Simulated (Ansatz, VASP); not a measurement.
Al2OsN3: VASP beside Ansatz

INCAR

```
SYSTEM = Al2OsN3
ALGO     = Normal         ! electronic algorithm
EDIFF    = 1E-7           ! SCF threshold, eV
EDIFFG   = -0.01          ! ionic threshold
ENCUT    = 600            ! plane-wave cutoff, eV
GGA      = PE             ! functional
IBRION   = 2              ! ionic algorithm
ISIF     = 3              ! what is computed and relaxed
ISMEAR   = 0              ! smearing method
LASPH    = .True.         ! aspherical terms in the spheres
LCHARG   = .False.        ! write CHGCAR
LREAL    = .False.        ! projectors in reciprocal space
LWAVE    = .False.        ! write WAVECAR
NELM     = 80             ! most SCF steps
NSW      = 100            ! ionic steps
PREC     = Accurate       ! precision mode
SIGMA    = 0.1            ! smearing width, eV
```

KPOINTS

```
k-points
0
Gamma
  12 12 12
  0 0 0
```

The input POSCAR:

```
Al2OsN3
1.0
    2.7833107802      1.6069452282      2.5239883928
   -2.7833107802      1.6069452282      2.5239883928
    0.0000000000     -3.2138904564      2.5239883928
Al Os N
2 1 3
Direct
    0.8277538829      0.8277538829      0.8277538829
    0.1722461171      0.1722461171      0.1722461171
    0.5000000000      0.5000000000      0.5000000000
    0.5000000000      0.0000000000      0.5000000000
    0.5000000000      0.5000000000      0.0000000000
    0.0000000000      0.5000000000      0.5000000000
```

Input for Ansatz:

```yaml
crystal:
  lattice:
    - [2.7833107802, 1.6069452282, 2.5239883928]
    - [-2.7833107802, 1.6069452282, 2.5239883928]
    - [0.0, -3.2138904564, 2.5239883928]
  atoms:
    - { symbol: Al, position: [0.8277538829, 0.8277538829, 0.8277538829] }
    - { symbol: Al, position: [0.1722461171, 0.1722461171, 0.1722461171] }
    - { symbol: Os, position: [0.5, 0.5, 0.5] }
    - { symbol: "N", position: [0.5, 0.0, 0.5] }
    - { symbol: "N", position: [0.5, 0.5, 0.0] }
    - { symbol: "N", position: [0.0, 0.5, 0.5] }
basis:
  ecutwfc: 420
kpoints:
  mp_grid: { grid: [12, 12, 12] }
hamiltonian:
  xc: pbe
scf:
  occupations: { method: gaussian, width: 0.1 }
output:
  forces: true
  stress: true
  eigenvalues: true
relax:
  adjacent_minimum: "off"
  f_tol: 0.01
  max_steps: 80
  cell: { stress_tol: 0.05 }
```

Change from the starting cell: species swapped into the Ce2Fe3Rh type (R-3m, No. 166).

Alike in both runs: task relaxation of cell and atoms; functional PBE; k mesh 12 × 12 × 12; occupations gaussian, width 0.1 eV; no spin polarisation.

```csv
,VASP,Ansatz
version,VASP 6.6.1,Ansatz 0.2.0
potentials or method,"VASP PAW PBE potentials, release 64 (Al, Os, N), cutoff 600 eV","scalar-relativistic, plane waves, PAW"
valence electrons in the cell,29,37
```

|  | VASP | Ansatz | Ansatz less VASP |
| --- | --- | --- | --- |
| gap on the k mesh at the Fermi level, each at its own relaxed structure (eV) | none | none | - |
| relaxed volume (Å³/atom) | 11.36 | 11.29 | -0.070 |
| relaxed cell length with the largest relative difference (Å) | 4.095 | 4.086 | -0.0084 |

A gap of «none» marks a metal or a gap that the smearing closes. VASP's potentials hold 29 valence electrons a cell and Ansatz's 37, so a difference there can come from the potentials and not from the codes.

Spin-orbit coupling is off throughout.
